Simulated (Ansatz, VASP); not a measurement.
Two plane-wave programs on SrTiO3

Contents of INCAR:

```
PREC     = Accurate       # precision mode
ENCUT    = 520            # plane-wave cutoff, eV
EDIFF    = 1E-6           # SCF threshold, eV
ISMEAR   = 0              # smearing method
SIGMA    = 0.05           # smearing width, eV
LREAL    = False          # projectors in reciprocal space
LASPH    = True           # aspherical terms in the spheres
NELM     = 60             # most SCF steps
ALGO     = Normal         # electronic algorithm
ISIF     = 2              # what is computed and relaxed
LWAVE    = False          # write WAVECAR
LCHARG   = False          # write CHGCAR
GGA      = PE             # functional
NBANDS   = 51             # bands
```

Contents of KPOINTS:

```
regular mesh
0
Gamma
  8 8 8
```

The input POSCAR:

```
SrTiO3
1.0
   -2.8500702059      2.7975787314      3.9861946828
    2.7975787314     -2.8500702059      3.9861946828
    2.8131284212      2.8131284212     -4.0231364675
Sr Ti O
2 2 6
Direct
    0.7500000000      0.2500000000      0.5000000000
    0.2500000000      0.7500000000      0.5000000000
    0.0000000000      0.0000000000      0.0000000000
    0.5000000000      0.5000000000      0.0000000000
    0.2500000000      0.2500000000      0.0000000000
    0.7500000000      0.7500000000      0.0000000000
    0.7280787197      0.2280787197      0.9561574394
    0.2280787197      0.2719212803      0.5000000000
    0.2719212803      0.7719212803      0.0438425606
    0.7719212803      0.7280787197      0.5000000000
```

Input for Ansatz:

```yaml
crystal:
  lattice:
    - [-2.8500702059, 2.7975787314, 3.9861946828]
    - [2.7975787314, -2.8500702059, 3.9861946828]
    - [2.8131284212, 2.8131284212, -4.0231364675]
  atoms:
    - { symbol: Sr, position: [0.75, 0.25, 0.5] }
    - { symbol: Sr, position: [0.25, 0.75, 0.5] }
    - { symbol: Ti, position: [0.0, 0.0, 0.0] }
    - { symbol: Ti, position: [0.5, 0.5, 0.0] }
    - { symbol: O, position: [0.25, 0.25, 0.0] }
    - { symbol: O, position: [0.75, 0.75, 0.0] }
    - { symbol: O, position: [0.7280787197, 0.2280787197, 0.9561574394] }
    - { symbol: O, position: [0.2280787197, 0.2719212803, 0.5] }
    - { symbol: O, position: [0.2719212803, 0.7719212803, 0.0438425606] }
    - { symbol: O, position: [0.7719212803, 0.7280787197, 0.5] }
basis:
  ecutwfc: 520.0
kpoints:
  mp_grid: { grid: [8, 8, 8] }
hamiltonian:
  xc: pbe
  pseudopotentials: { kind: paw, azcp: { folder: soft_1 } }
scf:
  occupations: { method: gaussian, width: 0.05 }
output:
  forces: true
  stress: true
  eigenvalues: true
  write_density: true
  write_potential: true
  elf: true
  volumetric_format: npy
```

Change from the starting cell: equal engineering shear yz, xz and xy -0.0133, equal normal strain along x, y and z +0.0100.

Alike in both runs: task single point; functional PBE; k mesh 8 × 8 × 8; occupations gaussian, width 0.05 eV; no spin polarisation.

|  | VASP | Ansatz |
| --- | --- | --- |
| version | VASP 6.6.1 | Ansatz 0.2.0 |
| potentials or method | VASP PAW PBE potentials, release 64 (Sr_sv, Ti_sv, O), cutoff 520 eV | scalar-relativistic, plane waves, PAW |
| valence electrons in the cell | 80 | 80 |

Ansatz gave:

- gap on the k mesh at the Fermi level (eV): 1.82
- least direct gap on the mesh (eV): 1.82
- pressure (GPa): -4.7
- traceless stress, the component that is largest in VASP (GPa): 1.41
- rms of the force components (eV/Å): 0.011

Question: What did VASP give for the same quantities?

Answer: gap on the k mesh at the Fermi level (eV): 1.79; least direct gap on the mesh (eV): 1.79; pressure (GPa): -4.2; traceless stress, the component that is largest in VASP (GPa): 1.41; rms of the force components (eV/Å): 0.012.

Atom by atom the forces differ by 0.001 eV/Å (rms over components).
